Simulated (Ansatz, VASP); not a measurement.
Two plane-wave programs on GeMo2

```
CELL_PARAMETERS angstrom
0.00000 3.01035 3.01035
3.01035 0.00000 3.01035
3.01035 3.01035 0.00000
ATOMIC_POSITIONS crystal
Ge 0.50000 0.50000 0.50000
Mo 0.25000 0.25000 0.25000
Mo 0.75000 0.75000 0.75000
```

Alike in both runs: task relaxation of cell and atoms; functional PBE; k mesh 6 × 6 × 6; occupations gaussian, width 0.1 eV; no spin polarisation.

|  | VASP | Ansatz |
| --- | --- | --- |
| version | VASP 6.6.1 | Ansatz 0.2.0 |
| potentials or method | VASP PAW PBE potentials, release 64 (Ge_d, Mo_sv), cutoff 600 eV | scalar-relativistic, plane waves, PAW |
| valence electrons in the cell | 42 | 42 |

|  | VASP | Ansatz | Ansatz less VASP |
| --- | --- | --- | --- |
| gap on the k mesh at the Fermi level, each at its own relaxed structure (eV) | none | none | - |
| relaxed volume (Å³/atom) | 17.57 | 17.53 | -0.042 |
| relaxed cell length with the largest relative difference (Å) | 4.209 | 4.205 | -0.0034 |

A gap of «none» marks a metal or a gap that the smearing closes.
